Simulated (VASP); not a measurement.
S:

```
S
1.0
     1.63850    0.94599    0.86133
    -1.63850    0.94599    0.86133
     0.00000   -1.89198    0.86133
S
1
Direct
  0.00000 0.00000 0.00000
```

Base run:

```yaml
Program: VASP 6.6.1
Functional: PBE
Potentials_or_basis: VASP PAW PBE potentials, release 64 (S)
Cutoff: 500 eV
k_mesh: 10 × 10 × 10
Occupations: methfessel-paxton, width 0.05 eV
Spin: no spin polarisation
```

Its results: band gap on the k mesh zero (bands 3 and 4 overlap by 15.11 eV); pressure 217.5 GPa.

Question: The run is repeated on the same cell with these changes: k mesh from 10 × 10 × 10 to 7 × 7 × 7. What comes out?

Answer: Band gap on the k mesh zero (bands 3 and 4 overlap by 15.29 eV); pressure 211.6 GPa.

Caveats: some runs use coarse meshes; the cell stands under pressure (at least some runs).
